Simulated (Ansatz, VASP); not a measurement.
**One calculation of Al2GaP3, two programs**

Contents of INCAR:

```
  PREC = Accurate
  ENCUT = 520
  EDIFF = 1E-7
  ISMEAR = 0
  SIGMA = 0.01
  LREAL = F
  LASPH = T
  NELM = 80
  ALGO = Normal
  ISIF = 2
  LWAVE = F
  LCHARG = F
  GGA = PE
  NBANDS = 26
```

The input KPOINTS:

```
Automatic mesh
0
Gamma
  6 6 2
```

File POSCAR:

```
Al2GaP3
1.0
    3.8152892699      0.0000000000      0.0000000000
   -1.9076446349      3.3041374306      0.0000000000
    0.0000000000      0.0000000000      9.3429655676
Al Ga P
2 1 3
Direct
    0.0000000000      0.0000000000     -0.0001582872
    0.6666666667      0.3333333333      0.6664900398
    0.3333333333      0.6666666667      0.3334573904
    0.6666666667      0.3333333333      0.9167975259
    0.3333333333      0.6666666667      0.5839129534
    0.0000000000      0.0000000000      0.2495003777
```

Input for Ansatz:

```yaml
crystal:
  lattice:
    - [3.8152892699, 0.0, 0.0]
    - [-1.9076446349, 3.3041374306, 0.0]
    - [0.0, 0.0, 9.3429655676]
  atoms:
    - { symbol: Al, position: [0.0, 0.0, -0.0001582872] }
    - { symbol: Al, position: [0.6666666667, 0.3333333333, 0.6664900398] }
    - { symbol: Ga, position: [0.3333333333, 0.6666666667, 0.3334573904] }
    - { symbol: P, position: [0.6666666667, 0.3333333333, 0.9167975259] }
    - { symbol: P, position: [0.3333333333, 0.6666666667, 0.5839129534] }
    - { symbol: P, position: [0.0, 0.0, 0.2495003777] }
kpoints:
  mp_grid: { grid: [6, 6, 2] }
hamiltonian:
  xc: pbe
scf:
  occupations: { method: fixed }
  n_extra_bands: 5
output:
  forces: true
  stress: true
  eigenvalues: true
```

Alike in both runs: task single point; functional PBE; k mesh 6 × 6 × 2; no spin polarisation.

|  | VASP | Ansatz |
| --- | --- | --- |
| version | VASP 6.6.1 | Ansatz 0.2.0 |
| potentials or method | VASP PAW PBE potentials, release 64 (Al, Ga_d, P) | plane waves, PAW |
| plane-wave cutoff (eV) | 520 | 420 |
| occupations | gaussian, width 0.01 eV | fixed |
| valence electrons in the cell | 34 | 34 |

Ansatz gave:

- gap on the k mesh at the Fermi level (eV): 1.48
- pressure (GPa): 5.7
- traceless stress, the component that is largest in VASP (GPa): -0.11
- rms of the force components (eV/Å): 0.007

Task: Estimate VASP's values.

Result: gap on the k mesh at the Fermi level (eV): 1.48; pressure (GPa): 5.6; traceless stress, the component that is largest in VASP (GPa): -0.11; rms of the force components (eV/Å): 0.006.

Atom by atom the forces differ by 0.001 eV/Å (rms over components).
